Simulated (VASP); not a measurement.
# Ge (P6_3/mmc) in VASP: further runs, part 2 of 2

VASP 6.6.1. Earlier steps stand in the parts before.

### Step 3. Single point, PBE

This run uses another cell than the first one, of the same volume but with other edges.

INCAR

```
SYSTEM = Ge
PREC = Accurate ; ENCUT = 520
EDIFF = 1E-6 ; ISMEAR = 0
SIGMA = 0.15 ; LREAL = .FALSE.
LASPH = .TRUE. ; NELM = 100
ALGO = Fast ; ISIF = 2
LWAVE = .FALSE. ; LCHARG = .TRUE.
GGA = PE ; LELF = .TRUE.
LVHAR = .TRUE. ; NBANDS = 66
```

KPOINTS

```
regular mesh
0
G
  15 15 4
  0 0 0
```

POSCAR

```
Ge
1.0
    4.0130515014      0.0000000000      0.0000000000
   -2.0065257507      3.4754045469      0.0000000000
    0.0000000000      0.0000000000     13.6897225868
Ge
8
Direct
    0.0000000000      0.0000000000      0.4039628952
    0.0000000000      0.0000000000      0.5960371048
    0.0000000000      0.0000000000      0.9039628952
    0.0000000000      0.0000000000      0.0960371048
    0.3333333333      0.6666666667      0.3442031336
    0.6666666667      0.3333333333      0.6557968664
    0.6666666667      0.3333333333      0.8442031336
    0.3333333333      0.6666666667      0.1557968664
```

Potentials or basis: VASP PAW PBE potentials, release 64 (Ge_d).

Run with:

```sh
cat potpaw_PBE.64/Ge_d/POTCAR > POTCAR
mpirun -np 1 vasp_std > vasp.out
```

OUTCAR:

```text
SYSTEM = Ge
   PREC = Accurate
   ENCUT = 520
   EDIFF = 1E-6
   ISMEAR = 0
   LREAL = .FALSE.
   LASPH = .TRUE.
   NELM = 100
   ISIF = 2
   GGA = PE

 ion  position               nearest neighbor table
   1  0.000  0.000  0.404-   5 2.46   5 2.46   5 2.46   2 2.63
   2  0.000  0.000  0.596-   6 2.46   6 2.46   6 2.46   1 2.63
   3  0.000  0.000  0.904-   7 2.46   7 2.46   7 2.46   4 2.63
   4  0.000  0.000  0.096-   8 2.46   8 2.46   8 2.46   3 2.63
   5  0.333  0.667  0.344-   1 2.46   1 2.46   1 2.46   8 2.58
   6  0.667  0.333  0.656-   2 2.46   2 2.46   2 2.46   7 2.58
   7  0.667  0.333  0.844-   3 2.46   3 2.46   3 2.46   6 2.58
[... 1873 lines left out ...]
  Total        3.0070523      3.0070523     -4.8865136      0.0000000     -0.0000000      0.0000000
  in kB       25.2334609     25.2334609    -41.0048240      0.0000000     -0.0000000      0.0000000
  external PRESSURE =       3.1540326 kB  Pullay stress =       0.0000000 kB

 VOLUME and BASIS-vectors are now :
 -----------------------------------------------------------------------------
  energy-cutoff  :      520.00
  volume of cell :      190.93
      direct lattice vectors                 reciprocal lattice vectors
     4.013051501  0.000000000  0.000000000     0.249186934  0.143868143  0.000000000
    -2.006525751  3.475404547  0.000000000     0.000000000  0.287736287  0.000000000
     0.000000000  0.000000000 13.689722587     0.000000000  0.000000000  0.073047499

 POSITION                                       TOTAL-FORCE (eV/Angst)
 -----------------------------------------------------------------------------------
      0.00000      0.00000      5.53014         0.000000      0.000000      0.785562
      0.00000      0.00000      8.15958        -0.000000      0.000000     -0.785562
      0.00000      0.00000     12.37500        -0.000000      0.000000      0.785562
      0.00000      0.00000      1.31472         0.000000      0.000000     -0.785562
     -0.00000      2.31694      4.71205         0.000000     -0.000000     -0.424462
      2.00653      1.15847      8.97768        -0.000000      0.000000      0.424462
      2.00653      1.15847     11.55691        -0.000000     -0.000000     -0.424462
     -0.00000      2.31694      2.13282         0.000000     -0.000000      0.424462
 -----------------------------------------------------------------------------------
    total drift:                               -0.000000      0.000000      0.000000

  FREE ENERGIE OF THE ION-ELECTRON SYSTEM (eV)
  ---------------------------------------------------
  free  energy   TOTEN  =       -35.9108365641 eV

  energy  without entropy=      -35.9091014426  energy(sigma->0) =      -35.90996900
```

stdout:

```text
POSCAR found type information on POSCAR Ge
 POSCAR found :  1 types and       8 ions
 scaLAPACK will be used
 LDA part: xc-table for (Slater+PW92), standard interpolation
 POSCAR, INCAR and KPOINTS ok, starting setup
 FFT: planning ... GRIDC
 FFT: planning ... GRID_SOFT
 FFT: planning ... GRID
 WAVECAR not read
 entering main loop
WARNING in EDDRMM: call to ZHEGV failed, returncode =   6  3     56
WARNING in EDDRMM: call to ZHEGV failed, returncode =   6  3     53
WARNING in EDDRMM: call to ZHEGV failed, returncode =   8  4     57
WARNING in EDDRMM: call to ZHEGV failed, returncode =   6  3     56
```

Wall time 22 min (1 thread of Oxide Virtual Turin-like, shared host); peak memory 0.71 GiB.

Results:

- Free energy: -35.9108 eV
- Pressure: 0.3 GPa
- Largest force: 0.786 eV/Å
- Band gap on the k mesh: zero (filled and empty bands overlap)

Forces on the atoms (eV/Å):
```
Ge   0.000  0.000  0.786
Ge   0.000  0.000 -0.786
Ge   0.000  0.000  0.786
Ge   0.000  0.000 -0.786
Ge   0.000  0.000 -0.424
Ge   0.000  0.000  0.424
Ge   0.000  0.000 -0.424
Ge   0.000  0.000  0.424
```

Stress tensor (GPa, compression positive):
```
 2.52  0.00  0.00
 0.00  2.52  0.00
 0.00  0.00 -4.10
```

Levels at points of the mesh, in eV from the Fermi level:
| k point | band 52 | band 53 | band 54 | band 55 | band 56 | band 57 | band 58 | band 59 | band 60 | band 61 |
| --- | --- | --- | --- | --- | --- | --- | --- | --- | --- | --- |
| (0.00, 0.00, 0.00) | -0.75 | -0.75 | -0.57 | -0.12 | -0.12 | -0.07 | 0.12 | 0.44 | 0.73 | 2.10 |
| (0.00, 0.00, 0.50) | -1.18 | -0.36 | -0.36 | -0.36 | -0.36 | 0.17 | 0.17 | 0.97 | 0.97 | 2.85 |

Caveat: semilocal functionals underestimate gaps, so a narrow gap can read as zero.

### Step 4. Single point, PBE

This run uses another cell than the first one, of the same volume but with other edges.

INCAR

```
PREC = Accurate ; ENCUT = 520
EDIFF = 1E-6 ; ISMEAR = 0
SIGMA = 0.15 ; LREAL = False
LASPH = True ; NELM = 80
ALGO = Fast ; ISIF = 2
LWAVE = False ; LCHARG = False
GGA = PE ; NBANDS = 66
```

KPOINTS

```
Automatic mesh
0
Gamma
  15 15 4
```

POSCAR

```
Ge
1.0
    4.0130515014      0.0000000000      0.0000000000
   -2.0065257507      3.4754045469      0.0000000000
    0.0000000000      0.0000000000     13.6897225868
Ge
8
Direct
    0.0000000000      0.0000000000      0.4067747625
    0.0000000000      0.0000000000      0.5932252375
    0.0000000000      0.0000000000      0.9067747625
    0.0000000000      0.0000000000      0.0932252375
    0.3333333333      0.6666666667      0.3442031336
    0.6666666667      0.3333333333      0.6557968664
    0.6666666667      0.3333333333      0.8442031336
    0.3333333333      0.6666666667      0.1557968664
```

Run with:

```sh
cat potpaw_PBE.64/Ge_d/POTCAR > POTCAR
mpirun -np 1 vasp_std > vasp.out
```

It took 21 min on 1 thread of Oxide Virtual Turin-like, shared host; peak memory 0.72 GiB.

It converged, with:

* Free energy: -35.9953 eV
* Pressure: 0.1 GPa
* Largest force: 0.294 eV/Å
* Band gap on the k mesh: zero (filled and empty bands touch)

Forces in eV/Å, atoms in the order of the input:
```
Ge   0.000  0.000  0.294
Ge   0.000  0.000 -0.294
Ge   0.000  0.000  0.294
Ge   0.000  0.000 -0.294
Ge   0.000  0.000 -0.284
Ge   0.000  0.000  0.284
Ge   0.000  0.000 -0.284
Ge   0.000  0.000  0.284
```

Stress tensor (GPa, compression positive):
```
 1.92  0.00  0.00
 0.00  1.92  0.00
 0.00  0.00 -3.62
```

Levels at points of the mesh, in eV from the Fermi level:
```tsv
k point	band 53	band 54	band 55	band 56	band 57	band 58	band 59	band 60
(0.00, 0.00, 0.00)	-0.72	-0.57	-0.17	0.00	0.00	0.17	0.58	0.83
(0.00, 0.00, 0.50)	-0.27	-0.27	-0.27	-0.27	0.31	0.31	1.03	1.03
```

Caveat: semilocal functionals underestimate gaps, so a narrow gap can read as zero.

### Step 5. Single point, PBE

INCAR

```
SYSTEM = Ge
  ALGO = Fast
  EDIFF = 1E-6
  ENCUT = 520
  GGA = PE
  ISIF = 2
  ISMEAR = 0
  LASPH = .True.
  LCHARG = .True.
  LELF = .True.
  LREAL = .False.
  LVHAR = .True.
  LWAVE = .False.
  NBANDS = 66
  NELM = 60
  PREC = Accurate
  SIGMA = 0.15
```

KPOINTS

```
k-points
0
Gamma
  15 15 4
  0 0 0
```

POSCAR

```
Ge
1.0
    4.0933312841      0.0000000000      0.0000000000
   -2.0466656421      3.5449288781      0.0000000000
    0.0000000000      0.0000000000     13.1580134127
Ge
8
Direct
    0.0000000000      0.0000000000      0.4152103643
    0.0000000000      0.0000000000      0.5847896357
    0.0000000000      0.0000000000      0.9152103643
    0.0000000000      0.0000000000      0.0847896357
    0.3333333333      0.6666666667      0.3442031336
    0.6666666667      0.3333333333      0.6557968664
    0.6666666667      0.3333333333      0.8442031336
    0.3333333333      0.6666666667      0.1557968664
```

Run with:

```sh
cat potpaw_PBE.64/Ge_d/POTCAR > POTCAR
mpirun -np 1 vasp_std > vasp.out
```

Wall time 18 min (1 thread of Oxide Virtual Turin-like, shared host); peak memory 0.71 GiB.

The run converged. Its results:

| Item | Value |
| --- | --- |
| Free energy | -35.3995 eV |
| Pressure | 1.3 GPa |
| Largest force | 3.083 eV/Å |
| Band gap on the k mesh | zero (bands 56 and 57 overlap by 0.35 eV) |

Forces on the atoms (eV/Å):
```
Ge   0.000  0.000 -3.083
Ge   0.000  0.000  3.083
Ge   0.000  0.000 -3.083
Ge   0.000  0.000  3.083
Ge   0.000  0.000  0.584
Ge   0.000  0.000 -0.584
Ge   0.000  0.000  0.584
Ge   0.000  0.000 -0.584
```

Stress tensor (GPa, compression positive):
```
-2.44  0.00  0.00
 0.00 -2.44  0.00
 0.00  0.00  8.72
```

Levels at points of the mesh, in eV from the Fermi level:
```tsv
k point	band 53	band 54	band 55	band 56	band 57	band 58	band 59	band 60
(0.00, 0.00, 0.00)	-0.79	-0.75	-0.53	-0.02	0.20	0.20	0.47	0.70
(0.00, 0.00, 0.50)	-0.25	-0.25	-0.25	-0.25	0.11	0.11	0.85	0.85
```

Caveat: semilocal functionals underestimate gaps, so a narrow gap can read as zero; forces of over 1 eV/Å act on the atoms, so gaps and moduli don't describe the material at rest.

### Step 6. Single point, PBE

INCAR

```
SYSTEM = Ge
ALGO = Fast ; EDIFF = 1E-6
ENCUT = 520 ; GGA = PE
ISIF = 2 ; ISMEAR = 0
LASPH = .True. ; LCHARG = .False.
LREAL = .False. ; LWAVE = .False.
NBANDS = 66 ; NELM = 80
PREC = Accurate ; SIGMA = 0.15
```

KPOINTS is that of step 5.

POSCAR

```
Ge
1.0
    4.0933312841      0.0000000000      0.0000000000
   -2.0466656421      3.5449288781      0.0000000000
    0.0000000000      0.0000000000     13.1580134127
Ge
8
Direct
    0.0000000000      0.0000000000      0.4123984970
    0.0000000000      0.0000000000      0.5876015030
    0.0000000000      0.0000000000      0.9123984970
    0.0000000000      0.0000000000      0.0876015030
    0.3333333333      0.6666666667      0.3442031336
    0.6666666667      0.3333333333      0.6557968664
    0.6666666667      0.3333333333      0.8442031336
    0.3333333333      0.6666666667      0.1557968664
```

Potentials or basis: VASP PAW PBE potentials, release 64 (Ge_d).

Run with:

```sh
cat potpaw_PBE.64/Ge_d/POTCAR > POTCAR
mpirun -np 1 vasp_std > vasp.out
```

It took 24 min on 1 thread of Oxide Virtual Turin-like, shared host; peak memory 0.71 GiB.

The run converged. Its results:

```yaml
Free_energy: -35.7654 eV
Pressure: 0.6 GPa
Largest_force: 1.906 eV/Å
Band_gap_on_the_k_mesh: zero (bands 56 and 57 overlap by 0.13 eV)
```

Forces in eV/Å, atoms in the order of the input:
```
Ge   0.000  0.000 -1.906
Ge   0.000  0.000  1.906
Ge   0.000  0.000 -1.906
Ge   0.000  0.000  1.906
Ge   0.000  0.000  0.452
Ge   0.000  0.000 -0.452
Ge   0.000  0.000  0.452
Ge   0.000  0.000 -0.452
```

Stress tensor (GPa, compression positive):
```
-2.01  0.00  0.00
 0.00 -2.01  0.00
 0.00  0.00  5.82
```

Levels at points of the mesh, in eV from the Fermi level:
```
           k point  band 53  band 54  band 55  band 56  band 57  band 58  band 59  band 60
(0.00, 0.00, 0.00)    -0.86    -0.54    -0.51    -0.12     0.12     0.12     0.39     0.63
(0.00, 0.00, 0.50)    -0.29    -0.29    -0.29    -0.29     0.03     0.03     0.84     0.84
```

Caveat: semilocal functionals underestimate gaps, so a narrow gap can read as zero; forces of over 1 eV/Å act on the atoms, so gaps and moduli don't describe the material at rest.

### Step 7. The runs side by side

| cell | gap on the mesh (eV) | pressure (GPa) | largest force (eV/Å) |
| --- | --- | --- | --- |
| a = 4.122, b = 4.122, c = 12.978 Å, angles 90.0, 90.0, 120.0°, 8 atoms, atomic positions A | none | 0.1 | 0.82 |
| a = 4.013, b = 4.013, c = 13.690 Å, angles 90.0, 90.0, 120.0°, 8 atoms, atomic positions B | none | 0.3 | 0.79 |
| a = 4.013, b = 4.013, c = 13.690 Å, angles 90.0, 90.0, 120.0°, 8 atoms, atomic positions C | none | 0.1 | 0.29 |
| a = 4.093, b = 4.093, c = 13.158 Å, angles 90.0, 90.0, 120.0°, 8 atoms, atomic positions D | none | 1.3 | 3.08 |
| a = 4.093, b = 4.093, c = 13.158 Å, angles 90.0, 90.0, 120.0°, 8 atoms, atomic positions E | none | 0.6 | 1.91 |

Alike in all rows: task single point; level PBE; potentials or basis VASP PAW PBE potentials, release 64 (Ge_d); no spin polarisation; k mesh 15 × 15 × 4; cutoff (eV) 520; smearing gaussian 0.15 eV.

Caveats: semilocal functionals underestimate gaps, so a narrow gap can read as zero; forces of over 1 eV/Å act on the atoms, so gaps and moduli don't describe the material at rest (at least some runs).

Absolute energies hang on the potentials; compare differences alone.
